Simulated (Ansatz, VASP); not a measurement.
**Al3Ga3N2 in VASP and in Ansatz**

INCAR

```
SYSTEM = Al3Ga3N2
PREC = Accurate ; ENCUT = 520
EDIFF = 1E-6 ; ISMEAR = 0
SIGMA = 0.1 ; LREAL = .False.
LASPH = .True. ; NELM = 150
ALGO = Normal ; ISIF = 2
LWAVE = .False. ; LCHARG = .True.
ISPIN = 2 ; MAGMOM = 0 0 0 0 0 0 1 1
LORBIT = 11 ; GGA = PE
LELF = .True. ; LVHAR = .True.
NBANDS = 43
```

KPOINTS

```
regular mesh
0
Gamma
  6 6 2
  0 0 0
```

File POSCAR:

```
Al3Ga3N2
1.0
    3.0678989354      0.0000000000      0.0000000000
   -1.5339494677      2.6568784143      0.0000000000
    0.0000000000      0.0000000000     14.7018236318
Al Ga N
3 3 2
Direct
    0.3333333333      0.6666666667      0.1760258049
    0.0000000000      0.0000000000      0.3519499908
    0.0000000000      0.0000000000      0.0028654665
    0.3333333333      0.6666666667      0.5167123448
    0.3333333333      0.6666666667      0.8476898929
    0.6666666667      0.3333333333      0.6775406211
    0.0000000000      0.0000000000      0.1341486351
    0.3333333333      0.6666666667      0.3060672439
```

Input for Ansatz:

```yaml
crystal:
  lattice:
    - [3.0678989354, 0.0, 0.0]
    - [-1.5339494677, 2.6568784143, 0.0]
    - [0.0, 0.0, 14.7018236318]
  atoms:
    - { symbol: Al, position: [0.3333333333, 0.6666666667, 0.1760258049] }
    - { symbol: Al, position: [0.0, 0.0, 0.3519499908] }
    - { symbol: Al, position: [0.0, 0.0, 0.0028654665] }
    - { symbol: Ga, position: [0.3333333333, 0.6666666667, 0.5167123448] }
    - { symbol: Ga, position: [0.3333333333, 0.6666666667, 0.8476898929] }
    - { symbol: Ga, position: [0.6666666667, 0.3333333333, 0.6775406211] }
    - { symbol: "N", position: [0.0, 0.0, 0.1341486351], spin: 1.0 }
    - { symbol: "N", position: [0.3333333333, 0.6666666667, 0.3060672439], spin: 1.0 }
basis:
  ecutwfc: 420
kpoints:
  mp_grid: { grid: [6, 6, 2] }
hamiltonian:
  xc: pbe
scf:
  occupations: { method: gaussian, width: 0.1 }
  lower_state_search: "off"
output:
  forces: true
  stress: true
  eigenvalues: true
  populations: true
magnetization:
  spin_polarized: true
```

Alike in both runs: task single point; functional PBE; k mesh 6 × 6 × 2; occupations gaussian, width 0.1 eV; collinear spin.

|  | VASP | Ansatz |
| --- | --- | --- |
| version | VASP 6.6.1 | Ansatz 0.2.0 |
| potentials or method | VASP PAW PBE potentials, release 64 (Al, Ga_d, N), cutoff 520 eV | scalar-relativistic, plane waves, PAW |
| valence electrons in the cell | 58 | 58 |

Ansatz gave:

* gap on the k mesh at the Fermi level (eV): none
* pressure (GPa): 0.0
* traceless stress, the component that is largest in VASP (GPa): 0.26
* rms of the force components (eV/Å): 0.024
* net moment per atom (μB): 0.00

Task: What did VASP give for the same quantities?

Result: gap on the k mesh at the Fermi level (eV): none; pressure (GPa): 0.0; traceless stress, the component that is largest in VASP (GPa): 0.25; rms of the force components (eV/Å): 0.025; net moment per atom (μB): 0.00.

Atom by atom the forces differ by 0.004 eV/Å (rms over components). A gap of «none» marks a metal or a gap that the smearing closes. Ansatz's warnings: seeded moment not kept.

The k mesh is coarse, so the values compare programs but aren't converged.
